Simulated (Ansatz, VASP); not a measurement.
One calculation of Ge, two programs

INCAR

```
SYSTEM = Ge
PREC     = Accurate       ! precision mode
ENCUT    = 520            ! plane-wave cutoff, eV
EDIFF    = 1E-8           ! SCF threshold, eV
ISMEAR   = -1             ! smearing method
SIGMA    = 0.05           ! smearing width, eV
LREAL    = .FALSE.        ! projectors in reciprocal space
LASPH    = .TRUE.         ! aspherical terms in the spheres
NELM     = 60             ! most SCF steps
ALGO     = Normal         ! electronic algorithm
ISIF     = 2              ! what is computed and relaxed
LWAVE    = .FALSE.        ! write WAVECAR
LCHARG   = .FALSE.        ! write CHGCAR
GGA      = PS             ! functional
LEFG     = .TRUE.       
NBANDS   = 21             ! bands
```

The input KPOINTS:

```
regular mesh
0
G
  11 11 11
  0 0 0
```

The input POSCAR:

```
Ge
1.0
    0.0000000000      2.8287700000      2.8287700000
    2.8287700000      0.0000000000      2.8287700000
    2.8287700000      2.8287700000      0.0000000000
Ge
2
Direct
    0.5000000000      0.5000000000      0.5000000000
    0.7500000000      0.7500000000      0.7500000000
```

Input for Ansatz:

```yaml
crystal:
  lattice:
    - [0.0, 2.82877, 2.82877]
    - [2.82877, 0.0, 2.82877]
    - [2.82877, 2.82877, 0.0]
  atoms:
    - { symbol: Ge, position: [0.5, 0.5, 0.5] }
    - { symbol: Ge, position: [0.75, 0.75, 0.75] }
kpoints:
  mp_grid: { grid: [11, 11, 11] }
  band_path:
    path:
      - [0.0, 0.0, 0.0]
      - [0.5, 0.0, 0.5]
      - [0.625, 0.25, 0.625]
      - [0.375, 0.375, 0.75]
      - [0.0, 0.0, 0.0]
      - [0.5, 0.5, 0.5]
      - [0.5, 0.25, 0.75]
      - [0.5, 0.0, 0.5]
    npoints: 8
scf:
  occupations: { method: fermi_dirac, width: 0.05 }
hamiltonian:
  xc: pbesol
  pseudopotentials: { kind: all_electron, datasets: crystal }
output:
  forces: true
  stress: true
  eigenvalues: true
  efg: { contact_densities: true }
```

Alike in both runs: task electric field gradients; functional PBEsol; k mesh 11 × 11 × 11; occupations fermi-dirac, width 0.05 eV; no spin polarisation.

|  | VASP | Ansatz |
| --- | --- | --- |
| version | VASP 6.6.1 | Ansatz 0.2.0 |
| potentials or method | VASP PAW PBE potentials, release 64 (Ge_d), cutoff 520 eV | all-electron PAW with datasets made for the crystal, scalar-relativistic |

|  | VASP | Ansatz | Ansatz less VASP |
| --- | --- | --- | --- |
| pressure (GPa) | 0.6 | 0.7 | +0.08 |

VASP's potentials were made for PBE, not for PBEsol. Ansatz ran all-electron here, and VASP with PAW potentials.
